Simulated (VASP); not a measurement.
CuNi5:

```
CELL_PARAMETERS angstrom
2.46797 0.00000 0.00000
-1.23399 2.13733 0.00000
0.00000 0.00000 11.94636
ATOMIC_POSITIONS crystal
Cu 0.66667 0.33333 0.00000
Ni 0.33333 0.66667 0.83333
Ni 0.33333 0.66667 0.16667
Ni 0.33333 0.66667 0.50000
Ni 0.66667 0.33333 0.33333
Ni 0.66667 0.33333 0.66667
```

| Item | Value |
| --- | --- |
| Program | VASP 6.6.1 |
| Task | relaxation of cell and atoms |
| Functional | PBE |
| Potentials or basis | VASP PAW PBE potentials, release 64 (Cu, Ni) |
| Cutoff | 600 eV |
| k mesh | 6 × 6 × 2 |
| Occupations | gaussian, width 0.1 eV |
| Spin | collinear spin, ferromagnetic start |
| Starting moments | [0.0, 2.0, 2.0, 2.0, 2.0, 2.0] μB |

At the start: pressure 11.0 GPa; volume 10.50 Å³/atom.

Question: Where does the relaxation end?

Answer: Over 9 steps the energy falls by 25.5 meV/atom and the volume is 11.08 Å³/atom (+5.5 %); space group P-6m2 (No. 187, to 0.1 Å) before and after; moment 3.13 μB per cell.

Step by step:
| step | energy change (eV) | largest force (eV/Å) | pressure (GPa) | volume (Å³) |
| --- | --- | --- | --- | --- |
| 1 | 0.0000 | 0.4156 | 11.03 | 63.02 |
| 2 | -0.0526 | 0.2256 | -8.16 | 69.83 |
| 3 | -0.1332 | 0.2876 | -0.75 | 66.69 |
| 4 | -0.1463 | 0.1663 | -0.20 | 66.51 |
| 5 | -0.1486 | 0.1003 | 0.16 | 66.40 |
| 6 | -0.1508 | 0.0805 | -0.06 | 66.49 |
| 7 | -0.1526 | 0.0403 | -0.45 | 66.65 |
| 8 | -0.1526 | 0.0202 | 0.61 | 66.27 |
| 9 | -0.1530 | 0.0203 | 0.08 | 66.46 |

Final structure:
```
CELL_PARAMETERS angstrom
2.49106 0.00000 0.00000
-1.24553 2.15732 0.00000
0.00000 0.00000 12.36640
ATOMIC_POSITIONS crystal
Cu 0.66667 0.33333 0.00000
Ni 0.33333 0.66667 0.82890
Ni 0.33333 0.66667 0.17110
Ni 0.33333 0.66667 0.50000
Ni 0.66667 0.33333 0.33494
Ni 0.66667 0.33333 0.66506
```

Caveat: the k points lie up to 0.49 Å⁻¹ apart in the final cell.
